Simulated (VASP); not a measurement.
Sn:

```
Sn
1.0
    -1.72654    1.77555    2.33834
     1.72654   -1.77555    2.33834
     1.72654    1.77555   -2.33834
Sn
1
Direct
  0.00000 0.00000 0.00000
```

```yaml
Program: VASP 6.6.1
Task: relaxation of cell and atoms
Functional: BLYP
Potentials_or_basis: VASP PAW PBE potentials, release 64 (Sn_d)
Cutoff: 600 eV
k_mesh: 11 × 11 × 11
Occupations: fermi-dirac, width 0.05 eV
Spin: no spin polarisation
```

At the start: pressure 3.1 GPa; volume 28.67 Å³/atom.

Q: Where does the relaxation end?

A: Over 12 steps the energy falls by 24.7 meV/atom and the volume is 30.89 Å³/atom (+7.7 %); space group Immm (No. 71, to 0.1 Å) before, Fm-3m (No. 225, to 0.1 Å).

The path:
```csv
step,energy change (eV),largest force (eV/Å),pressure (GPa),volume (Å³)
1,0.0000,0.0000,3.14,28.67
2,-0.0218,0.0000,-0.29,31.07
3,-0.0219,0.0000,-0.08,30.91
4,-0.0219,0.0000,-0.17,30.95
5,-0.0229,0.0000,-0.12,30.93
6,-0.0237,0.0000,-0.01,30.88
7,-0.0242,0.0000,0.01,30.85
8,-0.0247,0.0000,0.06,30.79
9,-0.0247,0.0000,0.09,30.79
10,-0.0247,0.0000,0.11,30.79
11,-0.0247,0.0000,-0.13,30.97
12,-0.0247,0.0000,-0.01,30.89
```

Final structure:
```
CELL_PARAMETERS angstrom
-1.76351 1.76394 2.48227
1.76351 -1.76394 2.48227
1.76351 1.76394 -2.48227
ATOMIC_POSITIONS crystal
Sn 0.00000 0.00000 0.00000
```

Caveat: the PAW data sets were made with another functional, which shifts forces and pressure a little.
